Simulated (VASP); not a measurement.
CdTe:

```xyz
2
Lattice="0.0000 3.2050 3.2050 3.2050 0.0000 3.2050 3.2050 3.2050 0.0000" Properties=species:S:1:pos:R:3 pbc="T T T"
Cd    0.0000    0.0000    0.0000
Te    4.8075    4.8075    4.8075
```

```yaml
Program: VASP 6.6.1
Task: relaxation of cell and atoms
Functional: PBE
Dispersion: D3(BJ)
Potentials_or_basis: VASP PAW PBE potentials, release 64 (Cd, Te)
Cutoff: 600 eV
k_mesh: 8 × 8 × 8
Occupations: gaussian, width 0.02 eV
Spin: no spin polarisation
```

At the start: pressure 2.3 GPa; volume 32.92 Å³/atom.

Problem. How do energy, volume and symmetry change on relaxing?

Solution. Over 3 steps the energy falls by 12.2 meV/atom and the volume is 34.67 Å³/atom (+5.3 %); space group F-43m (No. 216, to 0.05 Å).

The path:
| step | energy change (eV) | largest force (eV/Å) | pressure (GPa) | volume (Å³) |
| --- | --- | --- | --- | --- |
| 1 | 0.0000 | 0.0000 | 2.34 | 65.84 |
| 2 | -0.0219 | 0.0000 | -0.64 | 70.54 |
| 3 | -0.0243 | 0.0000 | 0.01 | 69.34 |

Final structure:
```cif
data_structure
_symmetry_space_group_name_H-M 'P 1'
_symmetry_Int_Tables_number 1
_cell_length_a 4.6114
_cell_length_b 4.6114
_cell_length_c 4.6114
_cell_angle_alpha 60.000
_cell_angle_beta 60.000
_cell_angle_gamma 60.000
_cell_volume 69.34
loop_
_atom_site_label
_atom_site_type_symbol
_atom_site_fract_x
_atom_site_fract_y
_atom_site_fract_z
_atom_site_occupancy
Cd1 Cd 0.00000 0.00000 0.00000 1
Te1 Te 0.75000 0.75000 0.75000 1
```
